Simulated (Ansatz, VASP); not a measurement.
K: VASP beside Ansatz

The input INCAR:

```
SYSTEM = K
  PREC = Accurate
  ENCUT = 520
  EDIFF = 1E-7
  ISMEAR = -1
  SIGMA = 0.1
  LREAL = .False.
  LASPH = .True.
  NELM = 100
  ALGO = Normal
  ISIF = 2
  LWAVE = .False.
  LCHARG = .False.
  GGA = CA
  NBANDS = 10
```

Contents of KPOINTS:

```
regular mesh
0
Gamma
  15 15 15
  0 0 0
```

File POSCAR:

```
K
1.0
   -2.6213713460      2.6213713460      2.6213713460
    2.6213713460     -2.6213713460      2.6213713460
    2.6213713460      2.6213713460     -2.6213713460
K
1
Direct
    0.0000000000      0.0000000000      0.0000000000
```

Input for Ansatz:

```yaml
crystal:
  lattice:
    - [-2.621371346, 2.621371346, 2.621371346]
    - [2.621371346, -2.621371346, 2.621371346]
    - [2.621371346, 2.621371346, -2.621371346]
  atoms:
    - { symbol: K, position: [0.0, 0.0, 0.0] }
hamiltonian:
  xc: lda
  pseudopotentials:
    kind: paw
    azcp:
      K: "pseudopotentials/K.paw.azcp"
basis:
  ecutwfc: 420
  fft_grid_basis: typed
kpoints:
  mp_grid: { grid: [15, 15, 15], shift: [0, 0, 0] }
magnetization:
  spin_polarized: false
scf:
  occupations: { method: fermi_dirac, width: 0.1 }
output:
  stress: true
```

Alike in both runs: task single point; functional LDA; k mesh 15 × 15 × 15; occupations fermi-dirac, width 0.1 eV; no spin polarisation.

|  | VASP | Ansatz |
| --- | --- | --- |
| version | VASP 6.6.1 | Ansatz 0.2.0 |
| potentials or method | VASP PAW LDA potentials, release 64 (K_sv), cutoff 520 eV | plane waves (420 eV) with PAW, scalar-relativistic |
| valence electrons in the cell | 9 | 9 |

|  | VASP | Ansatz | Ansatz less VASP |
| --- | --- | --- | --- |
| pressure (GPa) | -0.4 | -0.4 | +0.02 |

Ansatz warns that its potentials were made for another functional, while VASP's fit it. LDA's correlation is that of Perdew and Zunger in VASP and of Perdew and Wang (1992) in Ansatz.
